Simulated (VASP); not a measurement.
# ZrO2 (P4_2/nmc) in VASP: settings compared

Aim: see how the results for ZrO2 move with the level of theory and the settings. Levels: PBEsol, r2SCAN. Tasks: vibrations by perturbation theory, dielectric tensor.

All numbers are computed with VASP 6.6.1; they aren't measurements. Logs are shortened: lines on timing, memory, paths and dates and some standing lists are left out, and cuts for length are marked.

## 1. The cell of the first run

The structure is tetragonal, space group P4_2/nmc (No. 137). The conventional cell has a = 3.584 Å, b = 3.584 Å, c = 5.177 Å, α = 90.00°, β = 90.00°, γ = 90.00°. Zr (site symmetry -4m2) has 8 O at 2.07 to 2.37 Å within 2.7 Å. O (site symmetry 2mm) has 4 Zr at 2.07 to 2.37 Å and 6 O at 2.58 to 2.59 Å within 2.7 Å.

## 2. Vibrations by perturbation theory, PBEsol

File INCAR:

```
PREC = Accurate ; ENCUT = 600
EDIFF = 1E-8 ; ISMEAR = 0
SIGMA = 0.01 ; LREAL = False
LASPH = True ; NELM = 120
ALGO = Normal ; ISIF = 2
LWAVE = False ; LCHARG = True
GGA = PS ; NBANDS = 33
IBRION = 8 ; NSW = 1
LEPSILON = True ; GGA_COMPAT = False
```

File KPOINTS:

```
regular mesh
0
Gamma
  6 6 4
```

File POSCAR:

```
ZrO2
1.0
    3.5844944842      0.0000000000      0.0000000000
    0.0000000000      3.5844944842      0.0000000000
    0.0000000000      0.0000000000      5.1772022620
Zr O
2 4
Direct
    0.0000000000      0.0000000000      0.0000000000
    0.5000000000      0.5000000000      0.5000000000
    0.0000000000      0.5000000000      0.2014805407
    0.0000000000      0.5000000000      0.7014805407
    0.5000000000      0.0000000000      0.2985194593
    0.5000000000      0.0000000000      0.7985194593
```

Potentials or basis: VASP PAW PBE potentials, release 64 (Zr_sv, O).

Started as:

```bash
$ cat potpaw_PBE.64/Zr_sv/POTCAR potpaw_PBE.64/O/POTCAR > POTCAR
$ mpirun -np 1 vasp_std > vasp.out
```

OUTCAR:

```text
PREC = Accurate
   ENCUT = 600
   EDIFF = 1E-8
   ISMEAR = 0
   LREAL = False
   LASPH = True
   NELM = 120
   ISIF = 2
   GGA = PS
   IBRION = 8
   NSW = 1
   LEPSILON = True

 ion  position               nearest neighbor table
   1  0.000  0.000  0.000-   3 2.07   6 2.07   3 2.07   6 2.07   5 2.37   4 2.37   5 2.37   4 2.37
                             2 3.62   2 3.62   2 3.62   2 3.62   2 3.62   2 3.62   2 3.62   2 3.62
   2  0.500  0.500  0.500-   4 2.07   5 2.07   5 2.07   4 2.07   3 2.37   6 2.37   3 2.37   6 2.37
                             1 3.62   1 3.62   1 3.62   1 3.62   1 3.62   1 3.62   1 3.62   1 3.62
   3  0.000  0.500  0.201-   1 2.07   1 2.07   2 2.37   2 2.37
   4  0.000  0.500  0.701-   2 2.07   2 2.07   1 2.37   1 2.37
   5  0.500  0.000  0.299-   2 2.07   2 2.07   1 2.37   1 2.37
   6  0.500  0.000  0.799-   1 2.07   1 2.07   2 2.37   2 2.37

  LATTYP: Found a simple tetragonal cell.
 ALAT       =     3.5844944842
 C/A-ratio  =     1.4443326067

  Lattice vectors:

 A1 = (   3.5844944842,   0.0000000000,   0.0000000000)
 A2 = (   0.0000000000,   3.5844944842,   0.0000000000)
 A3 = (   0.0000000000,   0.0000000000,   5.1772022620)

Analysis of symmetry for initial positions (statically):
=====================================================================
 Subroutine PRICEL returns:
 Original cell was already a primitive cell.

[... 1205 lines left out ...]
  2X     0.412907    0.000000    0.000000   -8.914489    0.000000    0.000000   -1.582137    0.000000    0.000000    8.039083    0.000000    0.000000    1.239179    0.000000    0.000000    0.805457    0.000000    0.000000
  2Y     0.000000    0.412907    0.000000    0.000000   -8.914489    0.000000    0.000000    0.805457    0.000000    0.000000    1.239179    0.000000    0.000000    8.039083    0.000000    0.000000   -1.582137    0.000000
  2Z     0.000000    0.000000   14.737159    0.000000    0.000000  -24.350668    0.000000    0.000000   -1.183507    0.000000    0.000000    5.990261    0.000000    0.000000    5.990261    0.000000    0.000000   -1.183507
  3X     1.217292    0.000000    0.000000   -1.608319    0.000000    0.000000   -6.024840    0.000000    0.000000    0.807095    0.000000    0.000000    5.207301    0.000000    0.000000    0.401471    0.000000    0.000000
  3Y     0.000000    7.992672    0.000000    0.000000    0.793665    0.000000    0.000000  -16.838670    0.000000    0.000000    0.804724    0.000000    0.000000    6.851044    0.000000    0.000000    0.396565    0.000000
  3Z     0.000000    0.000000    5.986279    0.000000    0.000000   -1.187000    0.000000    0.000000  -13.158637    0.000000    0.000000    8.391804    0.000000    0.000000   -1.317100    0.000000    0.000000    1.284654
  4X     0.793665    0.000000    0.000000    7.992672    0.000000    0.000000    0.804724    0.000000    0.000000  -16.838670    0.000000    0.000000    0.396565    0.000000    0.000000    6.851044    0.000000    0.000000
  4Y     0.000000   -1.608319    0.000000    0.000000    1.217292    0.000000    0.000000    0.807095    0.000000    0.000000   -6.024840    0.000000    0.000000    0.401471    0.000000    0.000000    5.207301    0.000000
  4Z     0.000000    0.000000   -1.187000    0.000000    0.000000    5.986279    0.000000    0.000000    8.391804    0.000000    0.000000  -13.158637    0.000000    0.000000    1.284654    0.000000    0.000000   -1.317100
  5X    -1.608319    0.000000    0.000000    1.217292    0.000000    0.000000    5.207301    0.000000    0.000000    0.401471    0.000000    0.000000   -6.024840    0.000000    0.000000    0.807095    0.000000    0.000000
  5Y     0.000000    0.793665    0.000000    0.000000    7.992672    0.000000    0.000000    6.851044    0.000000    0.000000    0.396565    0.000000    0.000000  -16.838670    0.000000    0.000000    0.804724    0.000000
  5Z     0.000000    0.000000   -1.187000    0.000000    0.000000    5.986279    0.000000    0.000000   -1.317100    0.000000    0.000000    1.284654    0.000000    0.000000  -13.158637    0.000000    0.000000    8.391804
  6X     7.992672    0.000000    0.000000    0.793665    0.000000    0.000000    0.396565    0.000000    0.000000    6.851044    0.000000    0.000000    0.804724    0.000000    0.000000  -16.838670    0.000000    0.000000
  6Y     0.000000    1.217292    0.000000    0.000000   -1.608319    0.000000    0.000000    0.401471    0.000000    0.000000    5.207301    0.000000    0.000000    0.807095    0.000000    0.000000   -6.024840    0.000000
  6Z     0.000000    0.000000    5.986279    0.000000    0.000000   -1.187000    0.000000    0.000000    1.284654    0.000000    0.000000   -1.317100    0.000000    0.000000    8.391804    0.000000    0.000000  -13.158637

 Eigenvectors and eigenvalues of the dynamical matrix
 ----------------------------------------------------

   1 f  =   19.207420 THz   120.683780 2PiTHz  640.690571 cm-1    79.435471 meV
             X         Y         Z           dx          dy          dz
      0.000000  0.000000  0.000000    -0.000000    0.000000   -0.000000
      1.792247  1.792247  2.588601     0.000000   -0.000000   -0.000000
      0.000000  1.792247  1.043106     0.000000   -0.000000    0.500000
      0.000000  1.792247  3.631707    -0.000000    0.000000   -0.500000
      1.792247  0.000000  1.545496    -0.000000    0.000000    0.500000
      1.792247  0.000000  4.134097     0.000000   -0.000000   -0.500000
[... 145 lines left out ...]
  18 f/i=    0.044039 THz     0.276703 2PiTHz    1.468970 cm-1     0.182129 meV
             X         Y         Z           dx          dy          dz
      0.000000  0.000000  0.000000    -0.279551   -0.536468   -0.000000
      1.792247  1.792247  2.588601    -0.279551   -0.536468   -0.000000
      0.000000  1.792247  1.043106    -0.121290   -0.226381   -0.000000
      0.000000  1.792247  3.631707    -0.117966   -0.232760   -0.000000
      1.792247  0.000000  1.545496    -0.121290   -0.226381   -0.000000
      1.792247  0.000000  4.134097    -0.117966   -0.232760   -0.000000

--------------------------------------------------------------------------------------------------------

 MACROSCOPIC STATIC DIELECTRIC TENSOR IONIC CONTRIBUTION
 ------------------------------------------------------
          58.410169    -0.000000     0.000000
          -0.000000    58.410169     0.000000
           0.000000     0.000000    13.937136
 ------------------------------------------------------

 ELASTIC MODULI CONTR FROM IONIC RELAXATION (kBar)
 Direction    XX          YY          ZZ          XY          YZ          ZX
 --------------------------------------------------------------------------------
 XX        -753.5123    224.4128   -583.8672      0.0000      0.0000      0.0000
 YY         224.4128   -753.5123   -583.8672      0.0000     -0.0000     -0.0000
 ZZ        -583.8672   -583.8672  -1288.6082      0.0000      0.0000      0.0000
 XY           0.0000      0.0000      0.0000      0.0000      0.0000      0.0000
 YZ           0.0000     -0.0000      0.0000      0.0000   -672.7816     -0.0000
 ZX           0.0000     -0.0000      0.0000      0.0000     -0.0000   -675.4498
 --------------------------------------------------------------------------------

 PIEZOELECTRIC TENSOR IONIC CONTR  for field in x, y, z        (C/m^2)
          XX          YY          ZZ          XY          YZ          ZX
  --------------------------------------------------------------------------------
  x     0.00000    -0.00000    -0.00000     0.00000     0.00000     0.00000
  y    -0.00000    -0.00000    -0.00000     0.00000     0.00000     0.00000
  z    -0.00000     0.00000     0.00000     0.00000    -0.00000    -0.00000
```

stdout:

```text
POSCAR found type information on POSCAR ZrO
 POSCAR found :  2 types and       6 ions
 scaLAPACK will be used
 -----------------------------------------------------------------------------
|                                                                             |
|                                                                             |
[... 51 lines left out ...]
 first order change of Fermi-energy   0.44618E-02
 force on displaced ion       3 direction 2 :   0.000 -16.839  -0.001
 Born effective charge ion    3 direction 2 :   0.000  -3.642   0.001
 Linear response progress:
 first order change of Fermi-energy   0.74090E-01
 force on displaced ion       3 direction 3 :   0.000   0.000 -13.159
 Born effective charge ion    3 direction 3 :   0.000   0.000  -2.484
 Born effective charges drift removed
 Linear response finished
```

Wall time 41 min (1 thread of Intel Xeon Platinum 8488C (Sapphire Rapids), shared host); peak memory 0.64 GiB.

What came out:

| Property | Result |
| --- | --- |
| Electronic dielectric tensor (diagonal) | 5.79, 5.79, 5.18 |
| Born charges (mean of the diagonal) | Zr +5.49; O -2.75 e |
| Highest phonon frequency at Γ, LO-TO splitting left out | 641 cm⁻¹ |

Phonon frequencies in cm⁻¹ (negative: imaginary):
| q point | frequencies |
| --- | --- |
| (0.000, 0.000, 0.000) | -1 -1 0 116 116 137 137 284 306 332 439 439 442 442 587 640 640 641 |

Electronic dielectric tensor:
```
5.79 0.00 0.00
0.00 5.79 0.00
0.00 0.00 5.18
```

Born effective charge tensors (e):
atom 1, Zr
```
5.76 0.00 0.00
0.00 5.76 0.00
0.00 0.00 4.96
```
atom 2, Zr
```
5.76 0.00 0.00
0.00 5.76 0.00
0.00 0.00 4.96
```
atom 3, O
```
-2.12  0.00  0.00
 0.00 -3.64  0.00
 0.00  0.00 -2.48
```
atom 4, O
```
-3.64  0.00  0.00
 0.00 -2.12  0.00
 0.00  0.00 -2.48
```
atom 5, O
```
-2.12  0.00  0.00
 0.00 -3.64  0.00
 0.00  0.00 -2.48
```
atom 6, O
```
-3.64  0.00  0.00
 0.00 -2.12  0.00
 0.00  0.00 -2.48
```

Caveat: the PAW data sets were made with another functional, which shifts forces and pressure a little.

## 3. Dielectric tensor, r2SCAN

This run uses another cell than the first one, of 11.30 Å³/atom.

File INCAR:

```
SYSTEM = ZrO2
PREC = Accurate ; ENCUT = 580
EDIFF = 1E-8 ; ISMEAR = 0
SIGMA = 0.01 ; LREAL = .FALSE.
LASPH = .TRUE. ; NELM = 120
ALGO = Normal ; ISIF = 2
LWAVE = .FALSE. ; LCHARG = .FALSE.
METAGGA = R2SCAN ; LMIXTAU = .TRUE.
LCALCEPS = .TRUE. ; GGA_COMPAT = .FALSE.
KPAR = 4
```

File KPOINTS:

```
regular mesh
0
G
  6 6 4
  0 0 0
```

File POSCAR:

```
ZrO2
1.0
    3.6010266379      0.0000000000      0.0000000000
    0.0000000000      3.6010266379      0.0000000000
    0.0000000000      0.0000000000      5.2271836010
Zr O
2 4
Direct
    0.0000000000      0.0000000000      0.0000000000
    0.5000000000      0.5000000000      0.5000000000
    0.0000000000      0.5000000000      0.1969684769
    0.0000000000      0.5000000000      0.6969684769
    0.5000000000      0.0000000000      0.3030315231
    0.5000000000      0.0000000000      0.8030315231
```

Potentials or basis: VASP PAW PBE potentials, release 64 (Zr_sv, O).

Started as:

```bash
$ cat potpaw_PBE.64/Zr_sv/POTCAR potpaw_PBE.64/O/POTCAR > POTCAR
$ mpirun -np 4 vasp_std > vasp.out
```

OUTCAR:

```text
SYSTEM = ZrO2
   PREC = Accurate
   ENCUT = 580
   EDIFF = 1E-8
   ISMEAR = 0
   LREAL = .FALSE.
   LASPH = .TRUE.
   NELM = 120
   ISIF = 2
   METAGGA = R2SCAN

 ion  position               nearest neighbor table
   1  0.000  0.000  0.000-   3 2.07   6 2.07   3 2.07   6 2.07   5 2.40   4 2.40   5 2.40   4 2.40
                             2 3.65   2 3.65   2 3.65   2 3.65   2 3.65   2 3.65   2 3.65   2 3.65
   2  0.500  0.500  0.500-   4 2.07   5 2.07   5 2.07   4 2.07   3 2.40   6 2.40   3 2.40   6 2.40
                             1 3.65   1 3.65   1 3.65   1 3.65   1 3.65   1 3.65   1 3.65   1 3.65
   3  0.000  0.500  0.197-   1 2.07   1 2.07   2 2.40   2 2.40
   4  0.000  0.500  0.697-   2 2.07   2 2.07   1 2.40   1 2.40
   5  0.500  0.000  0.303-   2 2.07   2 2.07   1 2.40   1 2.40
   6  0.500  0.000  0.803-   1 2.07   1 2.07   2 2.40   2 2.40

  LATTYP: Found a simple tetragonal cell.
 ALAT       =     3.6010266379
 C/A-ratio  =     1.4515814868

  Lattice vectors:

 A1 = (   3.6010266379,   0.0000000000,   0.0000000000)
 A2 = (   0.0000000000,   3.6010266379,   0.0000000000)
 A3 = (   0.0000000000,   0.0000000000,   5.2271836010)

Analysis of symmetry for initial positions (statically):
=====================================================================
 Subroutine PRICEL returns:
[... 976 lines left out ...]
    2     0.00000    -3.66142     0.00000
    3     0.00000     0.00000    -2.43380
 ion    4
    1    -3.66142     0.00000     0.00000
    2     0.00000    -2.05497     0.00000
    3     0.00000     0.00000    -2.43380
 ion    5
    1    -2.05497     0.00000     0.00000
    2     0.00000    -3.66142     0.00000
    3     0.00000     0.00000    -2.43380
 ion    6
    1    -3.66142     0.00000     0.00000
    2     0.00000    -2.05497     0.00000
    3     0.00000     0.00000    -2.43380

  FORCE on cell =-STRESS in cart. coord.  units (eV):
  Direction    XX          YY          ZZ          XY          YZ          ZX
  --------------------------------------------------------------------------------------
  -------------------------------------------------------------------------------------
  Total        0.1342343      0.1342343      0.0639012      0.0000000      0.0000000      0.0000000
  in kB        3.1728805      3.1728805      1.5104246      0.0000000      0.0000000      0.0000000
  external PRESSURE =       2.6187285 kB  Pullay stress =       0.0000000 kB

 VOLUME and BASIS-vectors are now :
 -----------------------------------------------------------------------------
  energy-cutoff  :      580.00
  volume of cell :       67.78
      direct lattice vectors                 reciprocal lattice vectors
     3.601026638  0.000000000  0.000000000     0.277698584  0.000000000  0.000000000
     0.000000000  3.601026638  0.000000000     0.000000000  0.277698584  0.000000000
     0.000000000  0.000000000  5.227183601     0.000000000  0.000000000  0.191307610

 POSITION                                       TOTAL-FORCE (eV/Angst)
 -----------------------------------------------------------------------------------
      0.00000      0.00000      0.00000        -0.000000     -0.000000      0.000000
      1.80051      1.80051      2.61359         0.000000     -0.000000      0.000000
      0.00000      1.80051      1.02959         0.000000     -0.000000      0.023359
      0.00000      1.80051      3.64318        -0.000000      0.000000      0.023359
      1.80051      0.00000      1.58400        -0.000000     -0.000000     -0.023359
      1.80051      0.00000      4.19759        -0.000000     -0.000000     -0.023359
 -----------------------------------------------------------------------------------
    total drift:                                0.000000      0.000000      0.000000

  FREE ENERGIE OF THE ION-ELECTRON SYSTEM (eV)
  ---------------------------------------------------
  free  energy   TOTEN  =       -91.8909733038 eV

  energy  without entropy=      -91.8909733038  energy(sigma->0) =      -91.89097330
```

OSZICAR:

```text
N       E                     dE             d eps       ncg     rms          rms(c)
DAV:   1     0.454366801027E+03    0.45437E+03   -0.30242E+04  1680   0.196E+03
[... 13 lines left out ...]
DMP:   9    -0.918909728956E+02   -0.46176E-06   -0.30022E-06   840   0.355E-06   0.762E-06
DMP:  10    -0.918909731148E+02   -0.21925E-06   -0.13942E-06   840   0.169E-06   0.346E-06
DMP:  11    -0.918909732144E+02   -0.99569E-07   -0.65005E-07   840   0.846E-07   0.150E-06
DMP:  12    -0.918909732605E+02   -0.46092E-07   -0.32409E-07   840   0.454E-07   0.685E-07
DMP:  13    -0.918909732837E+02   -0.23223E-07   -0.17341E-07   840   0.250E-07   0.353E-07
DMP:  14    -0.918909732965E+02   -0.12757E-07   -0.97863E-08   840   0.139E-07   0.203E-07
DMP:  15    -0.918909733038E+02   -0.73569E-08   -0.55424E-08   840   0.758E-08   0.121E-07
   1 F= -.91890973E+02 E0= -.91890973E+02  d E =-.818664-113
```

stdout:

```text
POSCAR found type information on POSCAR ZrO
 POSCAR found :  2 types and       6 ions
 scaLAPACK will be used
 -----------------------------------------------------------------------------
|                                                                             |
[... 114 lines left out ...]
dp_tot=(  0.820E-08 -0.258E-07  0.138E-01 )  diag[e(oo)]=(    ---      ---    4.68818 )
 p_tot=( -0.432E+02 -0.432E+02 -0.313E+02 )
dp_tot=(  0.806E-08 -0.256E-07  0.138E-01 )  diag[e(oo)]=(    ---      ---    4.68995 )
 p_tot=( -0.432E+02 -0.432E+02 -0.313E+02 )
dp_tot=(  0.800E-08 -0.256E-07  0.138E-01 )  diag[e(oo)]=(    ---      ---    4.68772 )
 final diagonalization full
 p_tot=( -0.432E+02 -0.432E+02 -0.313E+02 )
dp_tot=(  0.798E-08 -0.256E-07  0.138E-01 )  diag[e(oo)]=(    ---      ---    4.68504 )
```

It took 16 min on 4 MPI ranks of Intel Xeon Platinum 8375C at 2.90GHz (Ice Lake), shared host; peak memory 0.53 GiB.

What came out:

| Item | Value |
| --- | --- |
| Band gap on the k mesh | 4.61 eV (least direct gap 4.70 eV) |
| Electronic dielectric tensor (diagonal) | 5.27, 5.27, 4.69 |
| Born charges (mean of the diagonal) | Zr +5.43; O -2.72 e |

Electronic dielectric tensor:
```
5.27 0.00 0.00
0.00 5.27 0.00
0.00 0.00 4.69
```

Born effective charge tensors (e):
atom 1, Zr
```
5.72 0.00 0.00
0.00 5.72 0.00
0.00 0.00 4.87
```
atom 2, Zr
```
5.72 0.00 0.00
0.00 5.72 0.00
0.00 0.00 4.87
```
atom 3, O
```
-2.05  0.00  0.00
 0.00 -3.66  0.00
 0.00  0.00 -2.43
```
atom 4, O
```
-3.66  0.00  0.00
 0.00 -2.05  0.00
 0.00  0.00 -2.43
```
atom 5, O
```
-2.05  0.00  0.00
 0.00 -3.66  0.00
 0.00  0.00 -2.43
```
atom 6, O
```
-3.66  0.00  0.00
 0.00 -2.05  0.00
 0.00  0.00 -2.43
```

Dipole moments of the cell (e·Å, modulo the quantum): ionic -43.212, -43.212, -31.363; electronic 0.000, 0.000, 0.014

Caveat: the PAW data sets were made with another functional, which shifts forces and pressure a little.
